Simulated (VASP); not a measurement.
# SiC20 in VASP: single point with PBE

Aim: the single point of SiC20 with PBE.

All numbers are computed with VASP 6.6.1; they aren't measurements. Logs are shortened: lines on timing, memory, paths and dates and some standing lists are left out, and cuts for length are marked.

### Step 1. The cell of the first run

The cell holds a slab with vacuum, 21 atoms: a = 5.051 Å, b = 3.572 Å, c = 20.379 Å, α = 90.00°, β = 90.00°, γ = 90.00°.

### Step 2. Single point, PBE, collinear spin

The input, INCAR:

```
SYSTEM = SiC20
PREC = Accurate ; ENCUT = 520
EDIFF = 1E-6 ; ISMEAR = 0
SIGMA = 0.05 ; LREAL = Auto
LASPH = .True. ; NELM = 150
ALGO = Fast ; ISIF = 2
LWAVE = .False. ; LCHARG = .False.
ISPIN = 2 ; MAGMOM = 0 0 0 0 0 0 0 0 0 0 0 0 0 0 0 0 0 0 0 0 2
LORBIT = 11 ; LDIPOL = .True.
IDIPOL = 3 ; DIPOL = 0.5 0.5 0.328
GGA = PE ; NBANDS = 62
```

The input, KPOINTS:

```
regular mesh
0
Gamma
  5 8 1
  0 0 0
```

The input, POSCAR:

```
SiC20
1.0
    5.0509324483      0.0000000000      0.0000000000
    0.0000000000      3.5715485855      0.0000000000
    0.0000000000      0.0000000000     20.3790411838
C Si
20 1
Direct
    0.2500000000      0.0000000000      0.1962800882
    0.7500000000      0.0000000000      0.1962800882
    0.0000000000      0.2500000000      0.1962800882
    0.5000000000      0.2500000000      0.1962800882
    0.0000000000      0.5000000000      0.2582424298
    0.5000000000      0.5000000000      0.2582424298
    0.2500000000      0.7500000000      0.2582424298
    0.7500000000      0.7500000000      0.2582424298
    0.2500000000      0.0024640196      0.3199149154
    0.7500000000      0.0024640196      0.3199149154
    0.0000000000      0.2475359804      0.3199149154
    0.5000000000      0.2475359804      0.3199149154
    0.0000000000      0.5097084332      0.3835991953
    0.5000000000      0.5097084332      0.3835991953
    0.2500000000      0.7402915668      0.3835991953
    0.7500000000      0.7402915668      0.3835991953
    0.2500000000      0.0294931910      0.4356947466
    0.7500000000      0.0294931910      0.4356947466
    0.0000000000      0.2205068090      0.4356947466
    0.5000000000      0.2205068090      0.4356947466
    0.5000000000      0.5294931910      0.5152408248
```

Potentials or basis: VASP PAW PBE potentials, release 64 (C, Si).

Launch:

```
cat potpaw_PBE.64/C/POTCAR potpaw_PBE.64/Si/POTCAR > POTCAR
mpirun -np 1 vasp_std > vasp.out
```

OUTCAR:

```text
SYSTEM = SiC20
   PREC = Accurate
   ENCUT = 520
   EDIFF = 1E-6
   ISMEAR = 0
   LREAL = Auto
   LASPH = .True.
   NELM = 150
   ISIF = 2
   ISPIN = 2
   LORBIT = 11
   GGA = PE

 ion  position               nearest neighbor table
   1  0.250  0.000  0.196-   7 1.55   4 1.55   3 1.55
   2  0.750  0.000  0.196-   8 1.55   4 1.55   3 1.55
   3  0.000  0.250  0.196-   5 1.55   2 1.55   1 1.55
   4  0.500  0.250  0.196-   6 1.55   2 1.55   1 1.55
   5  0.000  0.500  0.258-   3 1.55   7 1.55   8 1.55  11 1.55
   6  0.500  0.500  0.258-   4 1.55   7 1.55   8 1.55  12 1.55
   7  0.250  0.750  0.258-   1 1.55   5 1.55   6 1.55   9 1.55
   8  0.750  0.750  0.258-   2 1.55   5 1.55   6 1.55  10 1.55
   9  0.250  0.002  0.320-  11 1.54  12 1.54   7 1.55  15 1.60
  10  0.750  0.002  0.320-  11 1.54  12 1.54   8 1.55  16 1.60
  11  0.000  0.248  0.320-   9 1.54  10 1.54   5 1.55  13 1.60
  12  0.500  0.248  0.320-   9 1.54  10 1.54   6 1.55  14 1.60
  13  0.000  0.510  0.384-  19 1.48  16 1.51  15 1.51  11 1.60
  14  0.500  0.510  0.384-  20 1.48  16 1.51  15 1.51  12 1.60
  15  0.250  0.740  0.384-  17 1.48  14 1.51  13 1.51   9 1.60
  16  0.750  0.740  0.384-  18 1.48  14 1.51  13 1.51  10 1.60
  17  0.250  0.029  0.436-  19 1.44  20 1.44  15 1.48
  18  0.750  0.029  0.436-  19 1.44  20 1.44  16 1.48
  19  0.000  0.221  0.436-  17 1.44  18 1.44  13 1.48
  20  0.500  0.221  0.436-  17 1.44  18 1.44  14 1.48  21 1.96
  21  0.500  0.529  0.515-  20 1.96

  LATTYP: Found a simple orthorhombic cell.
 ALAT       =     3.5715485855
 B/A-ratio  =     1.4142135624
 C/A-ratio  =     5.7059397894

  Lattice vectors:

 A1 = (   0.0000000000,  -3.5715485855,   0.0000000000)
 A2 = (   5.0509324483,   0.0000000000,   0.0000000000)
 A3 = (   0.0000000000,   0.0000000000,  20.3790411838)

Analysis of symmetry for initial positions (statically):
=====================================================================
 Subroutine PRICEL returns:
 Original cell was already a primitive cell.

 Routine SETGRP: Setting up the symmetry group for a
 simple orthorhombic supercell.

 Subroutine GETGRP returns: Found  2 space group operations
 (whereof  2 operations were pure point group operations)
 out of a pool of  8 trial point group operations.

The static configuration has the point symmetry C_1h.

Analysis of symmetry for dynamics (positions and initial velocities):
=====================================================================
 Subroutine PRICEL returns:
 Original cell was already a primitive cell.

 Routine SETGRP: Setting up the symmetry group for a
 simple orthorhombic supercell.

 Subroutine GETGRP returns: Found  2 space group operations
 (whereof  2 operations were pure point group operations)
 out of a pool of  8 trial point group operations.

The dynamic configuration has the point symmetry C_1h.

Analysis of structural, dynamic, and magnetic symmetry:
=====================================================================
 Subroutine PRICEL returns:
 Original cell was already a primitive cell.

 Routine SETGRP: Setting up the symmetry group for a
 simple orthorhombic supercell.

 Subroutine GETGRP returns: Found  2 space group operations
 (whereof  2 operations were pure point group operations)
 out of a pool of  8 trial point group operations.

The overall configuration has the point symmetry C_1h.

 Subroutine INISYM returns: Found  2 space group operations
 (whereof  2 operations are pure point group operations),
 and found     1 'primitive' translations

----------------------------------------------------------------------------------------

                                     Primitive cell

  volume of cell :     367.6308

  direct lattice vectors                    reciprocal lattice vectors
     5.050932448  0.000000000  0.000000000     0.197983246  0.000000000  0.000000000
     0.000000000  3.571548585  0.000000000     0.000000000  0.279990591  0.000000000
     0.000000000  0.000000000 20.379041184     0.000000000  0.000000000  0.049070022

  length of vectors
     5.050932448  3.571548585 20.379041184     0.197983246  0.279990591  0.049070022

  position of ions in fractional coordinates (direct lattice)
     0.250000000  0.000000000  0.196280088
     0.750000000  0.000000000  0.196280088
     0.000000000  0.250000000  0.196280088
     0.500000000  0.250000000  0.196280088
     0.000000000  0.500000000  0.258242430
[... 101 lines left out ...]
   NELM   =    150;   NELMIN=  2; NELMDL= -5     # of ELM steps
   EDIFF  = 0.1E-05   stopping-criterion for ELM
   LREAL  =      T    real-space projection
   EDIFFG = 0.1E-04   stopping-criterion for IOM
   NSW    =      0    number of steps for IOM
   IBRION =     -1    ionic relax: 0-MD 1-quasi-New 2-CG
   NFREE  =      0    steps in history (QN), initial steepest desc. (CG)
   ISIF   =      2    stress and relaxation
   ISYM   =      2    0-nonsym 1-usesym 2-fastsym
   POTIM  = 0.5000    time-step for ionic-motion
   TEBEG  =    0.0;   TEEND  =   0.0 temperature during run
   PSTRESS=    0.0 pullay stress
   NELECT =      84.0000    total number of electrons
   NUPDOWN=      -1.0000    fix difference up-down
   EMIN   =  10.00;   EMAX   =-10.00  energy-range for DOS
   EFERMI =   0.00;   METHOD = LEGACY
   ISMEAR =     0;   SIGMA  =   0.05  broadening in eV -4-tet -1-fermi 0-gaus
   EFERMI_NEDOS =   21; number of points for ismear=-14 and -15
   IALGO  =     68    algorithm
   IMIX   =      4    mixing-type and parameters
     AMIX     =   0.40;   BMIX     =  1.00
     AMIX_MAG =   1.60;   BMIX_MAG =  1.00
  volume/ion in A,a.u.               =      17.51       118.14
  Fermi-wavevector in a.u.,A,eV,Ry     =   1.000838  1.891310 13.628650  1.001678
  Thomas-Fermi vector in A             =   2.133221
   LORBIT       =     11    0 simple, 1 ext, 2 COOP (PROOUT), +10 PAW based schemes
   GGA     = PE    functional components
   LHFCALC =     F    Hartree Fock is set to
   AEXX    =    0.0000 exact exchange contribution
   IVDW    =     0    specifies the selected vdW correction
   LEPSILON=     F    determine dielectric tensor
   LRPA    =     F    only Hartree local field effects (RPA)
 spin polarized calculation
 RMM-DIIS sequential band-by-band and
 Gauss-broadening in eV      SIGMA  =   0.05
  energy-cutoff  :      520.00
  volume of cell :      367.63
 maximum number of plane-waves:      9943
 NGX is ok and might be reduce to    40
   NGX = 19   NGY = 13   NGZ = 75

 dipolmoment           0.000000      0.000000      0.343864 electrons x Angstroem

 number of electron      84.0000005 magnetization      -0.0117686

 number of electron      84.0000005 magnetization       0.0621184

 dipolmoment           0.000000      0.000000     -0.115133 electrons x Angstroem

 Free energy of the ion-electron system (eV)
  ---------------------------------------------------
  ext. energy  EPLUGINS =         0.00000000
  ---------------------------------------------------
  free energy    TOTEN  =      -173.11806917 eV

  energy without entropy =     -173.11499594  energy(sigma->0) =     -173.11653256

 E-fermi :  -0.0373     XC(G=0):  -5.6016

 val. band max:       -0.0575750815   @ k =   0.0000   0.3750   0.0000
 cond. band min:      -0.0326040827   @ k =   0.0000   0.2500   0.0000
 fundamental gap:      0.0249709988
 Fermi energy:        -0.0372657096

 spin component 1

 k-point     1 :       0.0000    0.0000    0.0000
  band No.  band energies     occupation
      1     -21.5876      1.00000
      2     -19.7487      1.00000
      3     -17.2102      1.00000
      4     -17.1702      1.00000
      5     -16.7472      1.00000
      6     -15.4483      1.00000
[... 844 lines left out ...]
     53       7.5711      0.00000
     54       7.9300      0.00000
 Fermi energy:        -0.0372657096

 spin component 2

 k-point     1 :       0.0000    0.0000    0.0000
  band No.  band energies     occupation
      1     -21.5865      1.00000
      2     -19.7464      1.00000
      3     -17.2134      1.00000
      4     -17.1691      1.00000
      5     -16.7354      1.00000
      6     -15.4563      1.00000
[... 844 lines left out ...]
     53       7.5763      0.00000
     54       7.9349      0.00000
 [bands above 54 left out]

------------------------ aborting loop because EDIFF is reached ----------------------------------------

 vacuum level on the upper side and lower side of the slab       (xc-potential included)        -0.598         0.576

  FORCE on cell =-STRESS in cart. coord.  units (eV):
  Direction    XX          YY          ZZ          XY          YZ          ZX
  --------------------------------------------------------------------------------------
  -------------------------------------------------------------------------------------
  Total       -5.5165429      5.7351758      1.5113857      0.0000000      1.9683935      0.0000000
  in kB      -24.0417296     24.9945571      6.5867933      0.0000000      8.5784857      0.0000000
  external PRESSURE =       2.5132069 kB  Pullay stress =       0.0000000 kB

 VOLUME and BASIS-vectors are now :
 -----------------------------------------------------------------------------
  energy-cutoff  :      520.00
  volume of cell :      367.63
      direct lattice vectors                 reciprocal lattice vectors
     5.050932448  0.000000000  0.000000000     0.197983246  0.000000000  0.000000000
     0.000000000  3.571548585  0.000000000     0.000000000  0.279990591  0.000000000
     0.000000000  0.000000000 20.379041184     0.000000000  0.000000000  0.049070022

 POSITION                                       TOTAL-FORCE (eV/Angst)
 -----------------------------------------------------------------------------------
      1.26273      0.00000      4.00000         0.003267      4.448302      1.238410
      3.78820      0.00000      4.00000        -0.003267      4.448302      1.238410
      0.00000      0.89289      4.00000         0.000000     -4.402706      0.994526
      2.52547      0.89289      4.00000         0.000000     -4.582705      1.081724
      0.00000      1.78577      5.26273         0.000000      0.952515     -1.022203
      2.52547      1.78577      5.26273         0.000000      0.881609     -1.217596
[... 13 lines left out ...]
      2.52547      0.78755      8.87904         0.000000      3.702140      1.851146
      2.52547      1.89111     10.50011         0.000000      0.963625     -0.071493
 -----------------------------------------------------------------------------------
    total drift:                                0.000000      0.002683     -0.023730

  FREE ENERGIE OF THE ION-ELECTRON SYSTEM (eV)
  ---------------------------------------------------
  free  energy   TOTEN  =      -173.1180691740 eV

  energy  without entropy=     -173.1149959440  energy(sigma->0) =     -173.11653256

 vacuum level on the upper side and lower side of the slab         4.854         5.998

 total charge

# of ion       s       p       d       tot
------------------------------------------
    1        0.840   1.571   0.000   2.411
    2        0.840   1.571   0.000   2.411
    3        0.838   1.574   0.000   2.412
    4        0.839   1.574   0.000   2.414
    5        0.835   1.701   0.000   2.537
    6        0.836   1.702   0.000   2.537
[... 13 lines left out ...]
   20        0.854   1.848   0.000   2.702
   21        0.924   0.606   0.000   1.529
--------------------------------------------------
tot         17.755  34.738   0.000  52.494

 magnetization (x)

# of ion       s       p       d       tot
------------------------------------------
    1        0.001   0.007   0.000   0.008
    2        0.001   0.007   0.000   0.008
    3        0.021   0.138   0.000   0.158
    4       -0.020  -0.135   0.000  -0.155
    5       -0.002  -0.012   0.000  -0.014
    6        0.002   0.013   0.000   0.015
[... 13 lines left out ...]
   20        0.000   0.001   0.000   0.001
   21        0.000   0.008   0.000   0.009
--------------------------------------------------
tot          0.004   0.027   0.000   0.031
```

It took 54 min on 1 thread of Oxide Virtual Turin-like, shared host; peak memory 0.77 GiB.

What came out:

```
Free energy                                           : -173.1181 eV
Largest force                                         : 4.709 eV/Å
Net moment                                            : 0.06 μB per cell
Site moments                                          : C +0.01, +0.16, -0.15, -0.01, +0.00, -0.00 (each value once); Si +0.01 μB
Valence electrons inside the program's atomic spheres : C 2.41, 2.54, 2.56, 2.55, 2.60, 2.61, 2.70 (each value once); Si 1.53
```

Forces on the atoms (eV/Å):
```
C    0.003  4.448  1.238
C   -0.003  4.448  1.238
C    0.000 -4.403  0.995
C    0.000 -4.583  1.082
C    0.000  0.953 -1.022
C    0.000  0.882 -1.218
C    0.004 -0.941 -1.338
C   -0.004 -0.941 -1.338
C    0.007 -0.104 -0.010
C   -0.007 -0.104 -0.010
C    0.000 -0.137 -0.043
C    0.000  0.469 -0.177
C    0.000 -0.206 -0.208
C    0.000 -0.899 -2.769
C   -0.071  0.504 -1.188
C    0.071  0.504 -1.188
C   -0.404 -2.439  1.568
C    0.404 -2.439  1.568
C    0.000  0.322  1.040
C    0.000  3.702  1.851
Si   0.000  0.964 -0.071
```
